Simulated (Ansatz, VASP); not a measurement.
# One calculation of Zr, two programs

```
Zr
1.0
     3.18343    0.00000    0.00000
    -1.59172    2.75693    0.00000
     0.00000    0.00000    5.11763
Zr
2
Direct
  0.33333 0.66667 0.25000
  0.66667 0.33333 0.75000
```

Alike in both runs: task single point; functional r2SCAN; k mesh 15 × 15 × 8; occupations gaussian, width 0.1 eV; no spin polarisation.

```csv
,VASP,Ansatz
version,VASP 6.6.1,Ansatz 0.2.0
potentials or method,"VASP PAW PBE potentials, release 64 (Zr_sv), cutoff 520 eV","scalar-relativistic, plane waves, PAW"
valence electrons in the cell,24,24
```

```tsv
	VASP	Ansatz	Ansatz less VASP
gap on the k mesh at the Fermi level (eV)	none	none	-
pressure (GPa)	4.6	4.6	0.00
traceless stress, the component that is largest in VASP (GPa)	-0.78	-0.76	+0.021
```

VASP's potentials were made for PBE, not for r2SCAN. A gap of «none» marks a metal or a gap that the smearing closes.
